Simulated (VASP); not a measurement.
H:

```
H
1.0
     2.01500    0.00000    0.00000
    -1.00750    1.74504    0.00000
     0.00000    0.00000    3.23700
H
2
Direct
  0.33333 0.66667 0.25000
  0.66667 0.33333 0.75000
```

Base run:

```yaml
Program: VASP 6.6.1
Functional: r2SCAN
Potentials_or_basis: VASP PAW PBE potentials, release 64 (H)
Cutoff: 550 eV
k_mesh: 13 × 13 × 7
Occupations: fermi-dirac, width 0.03 eV
Spin: no spin polarisation
```

Its results: band gap on the k mesh zero (bands 1 and 2 overlap by 9.27 eV); pressure -24.8 GPa.

Q: The run is repeated on the same cell with these changes: cutoff from 550 eV to 440 eV; further incar settings from ALGO = Normal; EDIFF = 1e-06; NBANDS = 8 to ALGO = Normal; EDIFF = 1e-08; NBANDS = 8. What comes out?

A: Band gap on the k mesh zero (bands 1 and 2 overlap by 9.27 eV); pressure -25.2 GPa.

Caveats: the stress differs along the axes, from -29 to -23 GPa; the atoms stand far beyond bonding distance, and open shells without spin polarisation read as a metal; the PAW data sets were made with another functional, which shifts forces and pressure a little.
